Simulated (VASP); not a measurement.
## Zn7F16 (a cell with a defect): single point with PBE

Zn7F16 (a cell with a defect):

```
Zn F
1.0
     4.80025   -4.80025    0.00000
    -4.80025   -4.80025    0.00000
     0.00000    4.80025   -6.35040
Zn F
7 16
Cartesian
  -4.8003 -4.8003 -3.0702
  0.0000 -4.8003 -3.2802
  0.0000 -4.8003 0.0000
  2.4001 -2.4001 -1.6161
  -2.4001 -2.4001 -4.7343
  -2.4001 -2.4001 -1.5331
  2.4001 -2.4001 -4.8173
  1.4593 -3.3409 -3.2749
  1.4685 -3.3318 0.0000
  -3.3409 -3.3409 -3.0755
  -3.2850 -3.2850 0.0000
  1.0457 -1.0457 -1.7729
  -3.7546 -1.0457 -4.5775
  0.9060 -5.7063 -1.6286
  0.9060 -0.9060 -4.7218
  3.3409 -1.4593 -3.2749
  -1.4685 -6.2687 0.0000
  -1.4593 -1.4593 -3.0755
  -1.5152 -1.5152 0.0000
  3.7546 -3.7546 -1.7729
  -1.0457 -3.7546 -4.5775
  -0.9060 -3.8942 -1.6286
  -0.9060 0.9060 -4.7218
```

- Program: VASP 6.6.1
- Task: single point
- Functional: PBE
- Potentials or basis: VASP PAW PBE potentials, release 64 (Zn, F)
- Cutoff: 520 eV
- k mesh: 4 × 4 × 4
- Occupations: gaussian, width 0.05 eV
- Spin: no spin polarisation

* Pressure: -0.8 GPa
* Largest force: 0.096 eV/Å
* Band gap on the k mesh: zero (bands 98 and 99 overlap by 0.17 eV)

Forces on the atoms (eV/Å):
```
Zn   0.000  0.000 -0.027
Zn   0.000  0.000  0.027
Zn   0.000  0.000  0.000
Zn   0.000  0.000  0.016
Zn   0.000  0.000 -0.016
Zn   0.000  0.000 -0.062
Zn   0.000  0.000  0.062
F   -0.006 -0.006  0.016
F   -0.009 -0.009  0.000
F   -0.006 -0.006 -0.016
F   -0.068 -0.068  0.000
F   -0.031  0.031  0.031
F   -0.031  0.031 -0.031
F    0.014 -0.014 -0.004
F    0.014 -0.014  0.004
F    0.006  0.006  0.016
F    0.009  0.009  0.000
F    0.006  0.006 -0.016
F    0.068  0.068  0.000
F    0.031 -0.031  0.031
F    0.031 -0.031 -0.031
F   -0.014  0.014 -0.004
F   -0.014  0.014  0.004
```

Stress tensor (GPa, compression positive):
```
-0.42  0.44  0.00
 0.44 -0.42  0.00
 0.00  0.00 -1.45
```

Levels at points of the mesh, in eV from the Fermi level:
```
           k point  band 94  band 95  band 96  band 97  band 98  band 99  band 100  band 101  band 102  band 103
(0.00, 0.00, 0.00)    -0.41    -0.36    -0.19    -0.08    -0.05    -0.03      4.25      7.82      7.84      7.94
(0.50, 0.00, 0.00)    -0.31    -0.10    -0.09    -0.09     0.05     0.06      5.72      6.24      7.61      8.08
(0.00, 0.50, 0.50)    -0.37    -0.27    -0.20    -0.15    -0.01     0.02      5.75      6.09      7.64      7.95
(0.50, 0.50, 0.00)    -0.21    -0.14    -0.05    -0.03     0.02     0.11      6.54      6.54      7.59      7.59
(0.00, 0.00, 0.50)    -0.53    -0.47    -0.21    -0.15    -0.12    -0.12      5.73      5.97      7.27      7.67
```

Run time: 27 min on 1 thread of Intel(R) Xeon(R) Platinum 8259CL CPU @ 2.50GHz (Skylake/Cascade Lake) (shared host), peak memory 0.63 GiB.
